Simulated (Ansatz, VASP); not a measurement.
**CaCdC6N6: VASP beside Ansatz**

```xyz
14
Lattice="0.0000 5.8755 5.8755 5.8755 0.0000 5.8755 5.8755 5.8755 0.0000" Properties=species:S:1:pos:R:3 pbc="T T T"
Ca    5.8755    5.8755    5.8755
Cd    0.0000    0.0000    0.0000
C     2.2514    5.8755    5.8755
C     5.8755    2.2514    5.8755
C     5.8755    5.8755    2.2514
C     9.4995    5.8755    5.8755
C     5.8755    9.4995    5.8755
C     5.8755    5.8755    9.4995
N     3.4153    5.8755    5.8755
N     5.8755    3.4153    5.8755
N     5.8755    5.8755    3.4153
N     8.3357    5.8755    5.8755
N     5.8755    8.3357    5.8755
N     5.8755    5.8755    8.3357
```

Alike in both runs: functional PBE; k mesh 4 × 4 × 4; occupations gaussian, width 0.1 eV; collinear spin.

Ansatz relaxed the structure, and its values are those at the end. VASP's run is a single point on that final structure, the one shown.

```csv
,VASP,Ansatz
version,VASP 6.6.1,Ansatz 0.2.0
potentials or method,"VASP PAW PBE potentials, release 64 (Ca_sv, Cd, C, N), cutoff 600 eV","scalar-relativistic, plane waves, PAW"
valence electrons in the cell,76,84
```

|  | VASP | Ansatz | Ansatz less VASP |
| --- | --- | --- | --- |
| gap on the k mesh at the Fermi level (eV) | 0.57 | 0.57 | +0.003 |
| least direct gap on the mesh (eV) | 0.62 | 0.62 | +0.002 |
| pressure (GPa) | 0.4 | 0.0 | -0.40 |
| rms of the force components (eV/Å) | 0.181 | 0.021 | -0.1601 |
| net moment per atom (μB) | 0.14 | 0.14 | 0.000 |
| size of the moment on the site where the two differ most (μB) | 0.19 | 0.08 | -0.105 |

Site moments also hang on the region over which each program counts them. One of these differences is far larger than is usual between the two programs; its cause wasn't traced. VASP's potentials hold 76 valence electrons a cell and Ansatz's 84, so a difference there can come from the potentials and not from the codes.

Noted on VASP's run: the standard files for N, O and F lose accuracy on very short bonds.
